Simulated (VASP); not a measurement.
# AlNi (WC type) (P-6m2) in VASP: further runs

AlNi (WC type) is run at these levels: PBE; tasks: single point.

All numbers are computed with VASP 6.6.1; they aren't measurements. Logs are shortened: lines on timing, memory, paths and dates and some standing lists are left out, and cuts for length are marked.

## Step 1: The cell of the first run

Symmetry: P-6m2, No. 187, hexagonal system. The conventional cell has a = 2.437 Å, b = 2.437 Å, c = 3.524 Å, α = 90.00°, β = 90.00°, γ = 120.00°. Within 3.0 Å of Ni (site symmetry -6m2) lie 6 Al at 2.25 Å and 6 Ni at 2.44 Å. Al (site symmetry -6m2) has 6 Ni at 2.25 Å and 6 Al at 2.44 Å within 3.0 Å.

## Step 2: Single point, PBE (volume scaled by 0.72)

Input file INCAR:

```
ALGO = Normal
EDIFF = 1E-7
ENCUT = 520
GGA = PE
ISIF = 2
ISMEAR = -1
LASPH = T
LCHARG = F
LREAL = F
LWAVE = F
NBANDS = 14
NELM = 80
PREC = Accurate
SIGMA = 0.08
```

Input file KPOINTS:

```
k-points
0
Gamma
  15 15 13
```

Input file POSCAR:

```
AlNi
1.0
    2.4372945710      0.0000000000      0.0000000000
   -1.2186472855      2.1107590150      0.0000000000
    0.0000000000      0.0000000000      3.5235977140
Ni Al
1 1
Direct
    0.0000000000      0.0000000000      0.0000000000
    0.3333333333      0.6666666667      0.5000000000
```

Potentials or basis: VASP PAW PBE potentials, release 64 (Ni, Al).

Run with:

```sh
$ cat potpaw_PBE.64/Ni/POTCAR potpaw_PBE.64/Al/POTCAR > POTCAR
$ mpirun -np 1 vasp_std > vasp.out
```

OUTCAR:

```text
EDIFF = 1E-7
   ENCUT = 520
   GGA = PE
   ISIF = 2
   ISMEAR = -1
   LASPH = T
   LREAL = F
   NELM = 80
   PREC = Accurate

 ion  position               nearest neighbor table
   1  0.000  0.000  0.000-   2 2.25   2 2.25   2 2.25   2 2.25   2 2.25   2 2.25
   2  0.333  0.667  0.500-   1 2.25   1 2.25   1 2.25   1 2.25   1 2.25   1 2.25

  LATTYP: Found a hexagonal cell.
 ALAT       =     2.4372945710
 C/A-ratio  =     1.4457003909

  Lattice vectors:

 A1 = (   2.4372945710,   0.0000000000,   0.0000000000)
 A2 = (  -1.2186472855,   2.1107590150,   0.0000000000)
 A3 = (   0.0000000000,   0.0000000000,   3.5235977140)

Analysis of symmetry for initial positions (statically):
=====================================================================
 Subroutine PRICEL returns:
 Original cell was already a primitive cell.

 Routine SETGRP: Setting up the symmetry group for a
 hexagonal supercell.

 Subroutine GETGRP returns: Found 12 space group operations
 (whereof 12 operations were pure point group operations)
 out of a pool of 24 trial point group operations.

The static configuration has the point symmetry D_3h.

Analysis of symmetry for dynamics (positions and initial velocities):
=====================================================================
 Subroutine PRICEL returns:
 Original cell was already a primitive cell.

 Routine SETGRP: Setting up the symmetry group for a
 hexagonal supercell.

 Subroutine GETGRP returns: Found 12 space group operations
 (whereof 12 operations were pure point group operations)
 out of a pool of 24 trial point group operations.

The dynamic configuration has the point symmetry D_3h.

 Subroutine INISYM returns: Found 12 space group operations
 (whereof 12 operations are pure point group operations),
 and found     1 'primitive' translations

----------------------------------------------------------------------------------------

                                     Primitive cell

  volume of cell :      18.1273

  direct lattice vectors                    reciprocal lattice vectors
     2.437294571  0.000000000  0.000000000     0.410290989  0.236881613  0.000000000
    -1.218647285  2.110759015  0.000000000     0.000000000  0.473763226  0.000000000
     0.000000000  0.000000000  3.523597714     0.000000000  0.000000000  0.283800843

  length of vectors
     2.437294571  2.437294571  3.523597714     0.473763226  0.473763226  0.283800843

[... 83 lines left out ...]
   NSW    =      0    number of steps for IOM
   IBRION =     -1    ionic relax: 0-MD 1-quasi-New 2-CG
   NFREE  =      0    steps in history (QN), initial steepest desc. (CG)
   ISIF   =      2    stress and relaxation
   ISYM   =      2    0-nonsym 1-usesym 2-fastsym
   POTIM  = 0.5000    time-step for ionic-motion
   TEBEG  =    0.0;   TEEND  =   0.0 temperature during run
   PSTRESS=    0.0 pullay stress
   NELECT =      13.0000    total number of electrons
   NUPDOWN=      -1.0000    fix difference up-down
   EMIN   =  10.00;   EMAX   =-10.00  energy-range for DOS
   EFERMI =   0.00;   METHOD = LEGACY
   ISMEAR =    -1;   SIGMA  =   0.08  broadening in eV -4-tet -1-fermi 0-gaus
   EFERMI_NEDOS =   21; number of points for ismear=-14 and -15
   IALGO  =     38    algorithm
   IMIX   =      4    mixing-type and parameters
     AMIX     =   0.40;   BMIX     =  1.00
     AMIX_MAG =   1.60;   BMIX_MAG =  1.00
  volume/ion in A,a.u.               =       9.06        61.16
  Fermi-wavevector in a.u.,A,eV,Ry     =   1.465362  2.769133 29.215600  2.147286
  Thomas-Fermi vector in A             =   2.581228
   LORBIT       =      0    0 simple, 1 ext, 2 COOP (PROOUT), +10 PAW based schemes
   GGA     = PE    functional components
   LHFCALC =     F    Hartree Fock is set to
   AEXX    =    0.0000 exact exchange contribution
   IVDW    =     0    specifies the selected vdW correction
   LEPSILON=     F    determine dielectric tensor
   LRPA    =     F    only Hartree local field effects (RPA)
 non-spin polarized calculation
  energy-cutoff  :      520.00
  volume of cell :       18.13
 maximum number of plane-waves:       506
 NGX is ok and might be reduce to    18

 number of electron      12.9999983 magnetization

 Free energy of the ion-electron system (eV)
  ---------------------------------------------------
  ext. energy  EPLUGINS =         0.00000000
  ---------------------------------------------------
  free energy    TOTEN  =        -8.59516129 eV

  energy without entropy =       -8.58208772  energy(sigma->0) =       -8.58862450

 E-fermi :  14.0640     XC(G=0): -13.4538

 val. band max:       14.0611017783   @ k =   0.2667   0.2000   0.4615
 cond. band min:      14.0662752206   @ k =   0.2667   0.0000   0.1538
 fundamental gap:      0.0051734423
 Fermi energy:        14.0639849621

 k-point     1 :       0.0000    0.0000    0.0000
  band No.  band energies     occupation
      1       0.7006      2.00000
      2       8.5851      2.00000
      3      11.3961      2.00000
      4      11.3961      2.00000
      5      11.6055      2.00000
      6      12.1848      2.00000
      7      12.1848      2.00000
      8      17.5486      0.00000
      9      29.3832      0.00000
     10      29.3832      0.00000
     11      33.4273      0.00000
     12      33.8839      0.00000
     13      33.8839      0.00000
     14      36.6097      0.00000
[... 377 lines left out ...]
      1       7.7898      2.00000
      2       9.2384      2.00000
      3       9.6436      2.00000
      4       9.7111      2.00000
      5      10.9551      2.00000
      6      13.5857      1.99495
      7      15.0107      0.00001
      8      17.9441      0.00000
      9      20.3902      0.00000
     10      23.7819      0.00000
     11      24.2070      0.00000
     12      27.3484      0.00000
     13      28.0335      0.00000
     14      32.2223      0.00000

 [... further k-points ...]
[... 5 lines left out ...]
  --------------------------------------------------------------------------------------
  -------------------------------------------------------------------------------------
  Total       10.8600876     10.8600876     10.8410166      0.0000000      0.0000000      0.0000000
  in kB      959.8666833    959.8666833    958.1810942      0.0000000      0.0000000      0.0000000
  external PRESSURE =     959.3048202 kB  Pullay stress =       0.0000000 kB

 VOLUME and BASIS-vectors are now :
 -----------------------------------------------------------------------------
  energy-cutoff  :      520.00
  volume of cell :       18.13
      direct lattice vectors                 reciprocal lattice vectors
     2.437294571  0.000000000  0.000000000     0.410290989  0.236881613  0.000000000
    -1.218647285  2.110759015  0.000000000     0.000000000  0.473763226  0.000000000
     0.000000000  0.000000000  3.523597714     0.000000000  0.000000000  0.283800843

 POSITION                                       TOTAL-FORCE (eV/Angst)
 -----------------------------------------------------------------------------------
      0.00000      0.00000      0.00000        -0.000000      0.000000      0.000000
     -0.00000      1.40717      1.76180         0.000000      0.000000      0.000000
 -----------------------------------------------------------------------------------
    total drift:                                0.000000     -0.000000      0.000000

  FREE ENERGIE OF THE ION-ELECTRON SYSTEM (eV)
  ---------------------------------------------------
  free  energy   TOTEN  =        -8.5951612885 eV

  energy  without entropy=       -8.5820877195  energy(sigma->0) =       -8.58862450
```

Wall time 25 s (1 thread of Intel Xeon 6975P-C, shared host); peak memory 0.17 GiB.

What came out:

| Property | Result |
| --- | --- |
| Free energy | -8.5952 eV |
| Pressure | 95.9 GPa |

Stress tensor (GPa, compression positive):
```
95.99  0.00  0.00
 0.00 95.99  0.00
 0.00  0.00 95.82
```

Levels at points of the mesh, in eV from the Fermi level:
```
           k point  band 3  band 4  band 5  band 6  band 7  band 8  band 9  band 10  band 11  band 12
(0.00, 0.00, 0.00)   -2.67   -2.67   -2.46   -1.88   -1.88    3.48   15.32    15.32    19.36    19.82
```

Caveat: the cell differs from its parent crystal (volume scaled by 0.72).

## Step 3: Single point, PBE

This run uses another cell than the first one, of 10.07 Å³/atom, 1.111 times its volume.

Input file INCAR:

```
PREC = Accurate ; ENCUT = 520
EDIFF = 1E-6 ; ISMEAR = -1
SIGMA = 0.08 ; LREAL = False
LASPH = True ; NELM = 80
ALGO = Normal ; ISIF = 2
LWAVE = False ; LCHARG = False
GGA = PE ; NBANDS = 14
```

Input file KPOINTS:

```
Automatic mesh
0
Gamma
  15 15 13
```

Input file POSCAR:

```
AlNi
1.0
    2.5332298721      0.0000000000      0.0000000000
   -1.2666149361      2.1938414229      0.0000000000
    0.0000000000      0.0000000000      3.6241874412
Ni Al
1 1
Direct
    0.0000000000      0.0000000000      0.0000000000
    0.3333333333      0.6666666667      0.5000000000
```

Potentials or basis: VASP PAW PBE potentials, release 64 (Ni, Al).

Run with:

```sh
$ cat potpaw_PBE.64/Ni/POTCAR potpaw_PBE.64/Al/POTCAR > POTCAR
$ mpirun -np 1 vasp_std > vasp.out
```

OUTCAR:

```text
PREC = Accurate
   ENCUT = 520
   EDIFF = 1E-6
   ISMEAR = -1
   LREAL = False
   LASPH = True
   NELM = 80
   ISIF = 2
   GGA = PE

 ion  position               nearest neighbor table
   1  0.000  0.000  0.000-   2 2.33   2 2.33   2 2.33   2 2.33   2 2.33   2 2.33
   2  0.333  0.667  0.500-   1 2.33   1 2.33   1 2.33   1 2.33   1 2.33   1 2.33

  LATTYP: Found a hexagonal cell.
 ALAT       =     2.5332298721
 C/A-ratio  =     1.4306587338

  Lattice vectors:

 A1 = (   2.5332298721,   0.0000000000,   0.0000000000)
 A2 = (  -1.2666149361,   2.1938414229,   0.0000000000)
 A3 = (   0.0000000000,   0.0000000000,   3.6241874412)

Analysis of symmetry for initial positions (statically):
=====================================================================
 Subroutine PRICEL returns:
 Original cell was already a primitive cell.

 Routine SETGRP: Setting up the symmetry group for a
 hexagonal supercell.

 Subroutine GETGRP returns: Found 12 space group operations
 (whereof 12 operations were pure point group operations)
 out of a pool of 24 trial point group operations.

The static configuration has the point symmetry D_3h.

Analysis of symmetry for dynamics (positions and initial velocities):
=====================================================================
 Subroutine PRICEL returns:
 Original cell was already a primitive cell.

 Routine SETGRP: Setting up the symmetry group for a
 hexagonal supercell.

 Subroutine GETGRP returns: Found 12 space group operations
 (whereof 12 operations were pure point group operations)
 out of a pool of 24 trial point group operations.

The dynamic configuration has the point symmetry D_3h.

 Subroutine INISYM returns: Found 12 space group operations
 (whereof 12 operations are pure point group operations),
 and found     1 'primitive' translations

----------------------------------------------------------------------------------------

                                     Primitive cell

  volume of cell :      20.1414

  direct lattice vectors                    reciprocal lattice vectors
     2.533229872  0.000000000  0.000000000     0.394752964  0.227910730  0.000000000
    -1.266614936  2.193841423  0.000000000     0.000000000  0.455821460  0.000000000
     0.000000000  0.000000000  3.624187441     0.000000000  0.000000000  0.275923918

  length of vectors
     2.533229872  2.533229872  3.624187441     0.455821460  0.455821460  0.275923918

  position of ions in fractional coordinates (direct lattice)
     0.000000000  0.000000000  0.000000000
     0.333333333  0.666666667  0.500000000

  ion indices of the primitive-cell ions
   primitive index   ion index
                 1           1
                 2           2

----------------------------------------------------------------------------------------

 KPOINTS: Automatic mesh

Automatic generation of k-mesh.
 Grid dimensions read from file:
 generate k-points for:   15   15   13

 Generating k-lattice:

  Cartesian coordinates                     Fractional coordinates (reciprocal lattice)
     0.026316864  0.015194049  0.000000000     0.066666667  0.000000000  0.000000000
     0.000000000  0.030388097  0.000000000     0.000000000  0.066666667  0.000000000
     0.000000000  0.000000000  0.021224917     0.000000000  0.000000000  0.076923077

  Length of vectors
     0.030388097  0.030388097  0.021224917

  Shift w.r.t. Gamma in fractional coordinates (k-lattice)
     0.000000000  0.000000000  0.000000000

 Subroutine IBZKPT returns following result:
 ===========================================

 Found    189 irreducible k-points:

 Following reciprocal coordinates:
            Coordinates               Weight
  0.000000  0.000000  0.000000      1.000000
  0.066667  0.000000  0.000000      6.000000
  0.133333  0.000000  0.000000      6.000000
  0.200000  0.000000  0.000000      6.000000
  0.266667  0.000000  0.000000      6.000000
  0.333333  0.000000  0.000000      6.000000
[... 16 lines left out ...]
  0.333333  0.200000  0.000000     12.000000
  0.400000  0.200000  0.000000      6.000000
 [... further k-points ...]
   k-points           NKPTS =    189   k-points in BZ     NKDIM =    189   number of bands    NBANDS=     14
   number of dos      NEDOS =    301   number of ions     NIONS =      2
   total plane-waves  NPLWV =  11200
   dimension x,y,z NGX =    20 NGY =   20 NGZ =   28
   dimension x,y,z NGXF=    40 NGYF=   40 NGZF=   56
   ions per type =               1   1
   NGX,Y,Z   is equivalent  to a cutoff of  13.13, 13.13, 12.84 a.u.
   NGXF,Y,Z  is equivalent  to a cutoff of  26.25, 26.25, 25.69 a.u.
 SYSTEM =  unknown system
   PREC   = accura    normal or accurate (medium, high low for compatibility)
   ISTART =      0    job   : 0-new  1-cont  2-samecut
   ICHARG =      2    charge: 1-file 2-atom 10-const
   ISPIN  =      1    spin polarized calculation?
   LNONCOLLINEAR =      F non collinear calculations
   LSORBIT =      F    spin-orbit coupling
   LASPH  =      T    aspherical Exc in radial PAW
   ENCUT  =  520.0 eV  38.22 Ry    6.18 a.u.   4.71  4.71  6.74*2*pi/ulx,y,z
   NELM   =     80;   NELMIN=  2; NELMDL= -5     # of ELM steps
   EDIFF  = 0.1E-05   stopping-criterion for ELM
   LREAL  =      F    real-space projection
   EDIFFG = 0.1E-04   stopping-criterion for IOM
   NSW    =      0    number of steps for IOM
   IBRION =     -1    ionic relax: 0-MD 1-quasi-New 2-CG
   NFREE  =      0    steps in history (QN), initial steepest desc. (CG)
   ISIF   =      2    stress and relaxation
   ISYM   =      2    0-nonsym 1-usesym 2-fastsym
   POTIM  = 0.5000    time-step for ionic-motion
   TEBEG  =    0.0;   TEEND  =   0.0 temperature during run
   PSTRESS=    0.0 pullay stress
   NELECT =      13.0000    total number of electrons
   NUPDOWN=      -1.0000    fix difference up-down
   EMIN   =  10.00;   EMAX   =-10.00  energy-range for DOS
   EFERMI =   0.00;   METHOD = LEGACY
   ISMEAR =    -1;   SIGMA  =   0.08  broadening in eV -4-tet -1-fermi 0-gaus
   EFERMI_NEDOS =   21; number of points for ismear=-14 and -15
   IALGO  =     38    algorithm
   IMIX   =      4    mixing-type and parameters
     AMIX     =   0.40;   BMIX     =  1.00
     AMIX_MAG =   1.60;   BMIX_MAG =  1.00
  volume/ion in A,a.u.               =      10.07        67.96
  Fermi-wavevector in a.u.,A,eV,Ry     =   1.414792  2.673568 27.233899  2.001635
  Thomas-Fermi vector in A             =   2.536297
   LORBIT       =      0    0 simple, 1 ext, 2 COOP (PROOUT), +10 PAW based schemes
   GGA     = PE    functional components
   LHFCALC =     F    Hartree Fock is set to
   AEXX    =    0.0000 exact exchange contribution
   IVDW    =     0    specifies the selected vdW correction
   LEPSILON=     F    determine dielectric tensor
   LRPA    =     F    only Hartree local field effects (RPA)
 non-spin polarized calculation
  energy-cutoff  :      520.00
  volume of cell :       20.14
 maximum number of plane-waves:       565
 NGX is ok and might be reduce to    20

 number of electron      13.0000000 magnetization

 Free energy of the ion-electron system (eV)
  ---------------------------------------------------
  ext. energy  EPLUGINS =         0.00000000
  ---------------------------------------------------
  free energy    TOTEN  =        -9.50160681 eV

  energy without entropy =       -9.48729112  energy(sigma->0) =       -9.49444897

 E-fermi :  12.3513     XC(G=0): -12.8994

 val. band max:       12.3305900398   @ k =   0.2667   0.2000   0.3846
 cond. band min:      12.3905092806   @ k =   0.4000   0.1333   0.2308
 fundamental gap:      0.0599192408
 Fermi energy:        12.3512891049

 k-point     1 :       0.0000    0.0000    0.0000
  band No.  band energies     occupation
      1      -0.1428      2.00000
      2       7.5681      2.00000
      3      10.0404      2.00000
      4      10.0404      2.00000
      5      10.2198      2.00000
      6      10.6708      2.00000
      7      10.6708      2.00000
      8      15.6349      0.00000
      9      26.8453      0.00000
     10      26.8453      0.00000
     11      30.2545      0.00000
     12      30.2545      0.00000
     13      30.7164      0.00000
     14      33.5257      0.00000
[... 375 lines left out ...]
 k-point    24 :       0.4000    0.2000    0.0000
  band No.  band energies     occupation
      1       6.6123      2.00000
      2       7.8891      2.00000
      3       8.5079      2.00000
      4       8.5656      2.00000
      5       9.6394      2.00000
      6      11.9006      1.99288
      7      13.0861      0.00021
      8      15.8190      0.00000
      9      18.4588      0.00000
     10      21.4147      0.00000
     11      21.7809      0.00000
     12      24.5410      0.00000
     13      25.5777      0.00000
     14      29.1464      0.00000

 [... further k-points ...]
[... 5 lines left out ...]
  --------------------------------------------------------------------------------------
  -------------------------------------------------------------------------------------
  Total        6.4940589      6.4940589      6.4694700     -0.0000000      0.0000000      0.0000000
  in kB      516.5784976    516.5784976    514.6225335     -0.0000000      0.0000000      0.0000000
  external PRESSURE =     515.9265096 kB  Pullay stress =       0.0000000 kB

 VOLUME and BASIS-vectors are now :
 -----------------------------------------------------------------------------
  energy-cutoff  :      520.00
  volume of cell :       20.14
      direct lattice vectors                 reciprocal lattice vectors
     2.533229872  0.000000000  0.000000000     0.394752964  0.227910730  0.000000000
    -1.266614936  2.193841423  0.000000000     0.000000000  0.455821460  0.000000000
     0.000000000  0.000000000  3.624187441     0.000000000  0.000000000  0.275923918

 POSITION                                       TOTAL-FORCE (eV/Angst)
 -----------------------------------------------------------------------------------
      0.00000      0.00000      0.00000         0.000000     -0.000000      0.000000
     -0.00000      1.46256      1.81209        -0.000000      0.000000      0.000000
 -----------------------------------------------------------------------------------
    total drift:                                0.000000     -0.000000      0.000000

  FREE ENERGIE OF THE ION-ELECTRON SYSTEM (eV)
  ---------------------------------------------------
  free  energy   TOTEN  =        -9.5016068066 eV

  energy  without entropy=       -9.4872911239  energy(sigma->0) =       -9.49444897
```

stdout:

```text
POSCAR found type information on POSCAR NiAl
 POSCAR found :  2 types and       2 ions
 scaLAPACK will be used
 LDA part: xc-table for (Slater+PW92), standard interpolation
 POSCAR, INCAR and KPOINTS ok, starting setup
 FFT: planning ... GRIDC
 FFT: planning ... GRID_SOFT
 FFT: planning ... GRID
 WAVECAR not read
 entering main loop
```

It took 29 s on 1 thread of Intel Xeon 6975P-C, shared host; peak memory 0.17 GiB.

What came out:

| Item | Value |
| --- | --- |
| Free energy | -9.5016 eV |
| Pressure | 51.6 GPa |

Spin polarisation is off, so any magnetic state and its effect on volume and gap are missing.
